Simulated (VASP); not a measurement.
V:

```xyz
1
Lattice="0.0000 1.8950 1.8950 1.8950 0.0000 1.8950 1.8950 1.8950 0.0000" Properties=species:S:1:pos:R:3 pbc="T T T"
V     0.0000    0.0000    0.0000
```

This isn't the form of V at room conditions, which is bcc.

Base run:

* Program: VASP 6.6.1
* Functional: PBE
* Potentials or basis: VASP PAW PBE potentials, release 64 (V_sv)
* Cutoff: 520 eV
* k mesh: 15 × 15 × 15
* Occupations: fermi-dirac, width 0.15 eV
* Spin: collinear spin, ferromagnetic start
* Starting moments: [1.5] μB

Its results: pressure 4.7 GPa; net moment 0.00 μB per cell.

Question: The run is repeated on the same cell with these changes: occupations from fermi-dirac, width 0.15 eV to methfessel-paxton, width 0.2 eV. What comes out?

Answer: Pressure 3.9 GPa; net moment 0.00 μB per cell.

Caveats: the cell stands under pressure.
